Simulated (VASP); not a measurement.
Wanted: the native input for a VASP 6.6.1 run.

* Task: single point
* Functional: PBE
* Potentials or basis: VASP PAW PBE potentials, release 64 (In_d, Se)
* Cutoff: 520 eV
* k mesh: 7 × 7 × 6
* Occupations: fermi-dirac, width 0.02 eV
* Spin: no spin polarisation
* Dipole correction: no
* Further INCAR settings: ALGO = Normal; EDIFF = 1e-07; NBANDS = 27

The structure of InSe lies in POSCAR:

```
InSe
1.0
    5.8987276766     -2.1430185402     -0.0571935402
    5.8370776766      1.9669814598     -0.1188435402
   -1.6642705423     -0.0408636106      4.3476476418
In Se
2 2
Direct
    0.8840000000      0.8840000000      0.0050000000
    0.1160000000      0.1160000000      0.9950000000
    0.6600000000      0.6600000000      0.6420000000
    0.3400000000      0.3400000000      0.3580000000
```

This cell differs from its parent crystal: equal xy, yz and zx shear strains of -3 %.

The input as run:

INCAR

```
ALGO = Normal
EDIFF = 1E-7
ENCUT = 520
GGA = PE
ISIF = 2
ISMEAR = -1
LASPH = True
LCHARG = False
LREAL = False
LWAVE = False
NBANDS = 27
NELM = 100
PREC = Accurate
SIGMA = 0.02
```

KPOINTS

```
k-points
0
Gamma
  7 7 6
```

Potentials or basis: VASP PAW PBE potentials, release 64 (In_d, Se).

Launch:

```sh
$ cat potpaw_PBE.64/In_d/POTCAR potpaw_PBE.64/Se/POTCAR > POTCAR
$ mpirun -np 1 vasp_std > vasp.out
```

It gave:

- Pressure: 3.4 GPa
- Largest force: 1.057 eV/Å
- Band gap on the k mesh: 1.07 eV (least direct gap 1.34 eV)

Caveat: the cell differs from its parent crystal (equal xy, yz and zx shear strains of -3 %); the stress differs along the axes, from 1 to 6 GPa; spin-orbit coupling is left out, which moves the levels of the heavy elements; forces of over 1 eV/Å act on the atoms, so gaps and moduli don't describe the material at rest.

Wall time 7.4 min on 1 thread of Intel(R) Xeon(R) Platinum 8488C (Sapphire Rapids) (shared host), peak memory 0.53 GiB.
